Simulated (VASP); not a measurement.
Input of a VASP 6.6.1 run:

Contents of INCAR:

```
SYSTEM = Br
ALGO     = Normal         ! electronic algorithm
EDIFF    = 1E-6           ! SCF threshold, eV
ENCUT    = 520            ! plane-wave cutoff, eV
GGA      = PS             ! functional
ISIF     = 2              ! what is computed and relaxed
ISMEAR   = 1              ! smearing method
LASPH    = .True.         ! aspherical terms in the spheres
LCHARG   = .True.         ! write CHGCAR
LELF     = .True.         ! ELF
LREAL    = .False.        ! projectors in reciprocal space
LVHAR    = .True.       
LWAVE    = .False.        ! write WAVECAR
NBANDS   = 10             ! bands
NELM     = 60             ! most SCF steps
PREC     = Accurate       ! precision mode
SIGMA    = 0.02           ! smearing width, eV
```

File KPOINTS:

```
k-points
0
Gamma
  11 11 11
  0 0 0
```

POSCAR

```
Br
1.0
   -1.2867684000      1.7199972000      3.5779911600
    1.2867684000     -1.7199972000      3.5779911600
    1.2867684000      1.7199972000     -3.5779911600
Br
1
Direct
    0.0000000000      0.0000000000      0.0000000000
```

Potentials or basis: VASP PAW PBE potentials, release 64 (Br).

Run with:

```sh
$ cat potpaw_PBE.64/Br/POTCAR > POTCAR
$ mpirun -np 1 vasp_std > vasp.out
```

Predict the pressure.

-1.0 GPa.

Stress tensor (GPa, compression positive):
```
-2.42  0.00  0.00
 0.00 -0.27  0.00
 0.00  0.00 -0.19
```

Caveat: the PAW data sets were made with another functional, which shifts forces and pressure a little; an odd number of electrons without spin polarisation forces a metal; a magnetic or distorted state may lie lower.
